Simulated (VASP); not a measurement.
Set up this calculation in VASP 6.6.1, as the native input.

```yaml
Task: single point
Functional: PBE
Potentials_or_basis: VASP PAW PBE potentials, release 64 (Zr_sv)
Cutoff: 520 eV
k_mesh: 16 × 16 × 16
Occupations: gaussian, width 0.1 eV
Spin: no spin polarisation
Dipole_correction: no
Further_INCAR_settings: ALGO = Normal; EDIFF = 1e-07; NBANDS = 12
```

The structure of Zr lies in POSCAR:

```
Zr
1.0
    0.0000000000      2.3402841000      2.3402841000
    2.3402841000      0.0000000000      2.3402841000
    2.3402841000      2.3402841000      0.0000000000
Zr
1
Direct
    0.0000000000      0.0000000000      0.0000000000
```

This cell differs from its parent crystal: strained.

These files were run (other wordings do the same):

INCAR

```
SYSTEM = Zr
PREC = Accurate
ENCUT = 520
EDIFF = 1E-7
ISMEAR = 0
SIGMA = 0.1
LREAL = .FALSE.
LASPH = .TRUE.
NELM = 60
ALGO = Normal
ISIF = 2
LWAVE = .FALSE.
LCHARG = .FALSE.
GGA = PE
NBANDS = 12
```

KPOINTS

```
regular mesh
0
G
  16 16 16
  0 0 0
```

Potentials or basis: VASP PAW PBE potentials, release 64 (Zr_sv).

Run with:

```sh
$ cat potpaw_PBE.64/Zr_sv/POTCAR > POTCAR
$ mpirun -np 1 vasp_std > vasp.out
```

Results of the run:

```yaml
Pressure: -7.6 GPa
Band_gap_on_the_k_mesh: zero (band 6 reaches 8.79 eV, above the bottom of band 7 at 7.49 eV)
```

Caveat: the cell differs from its parent crystal (strained).

It took 34 s on 1 thread of Intel Xeon 6975P-C, with other jobs on the host, peak memory 0.19 GiB.
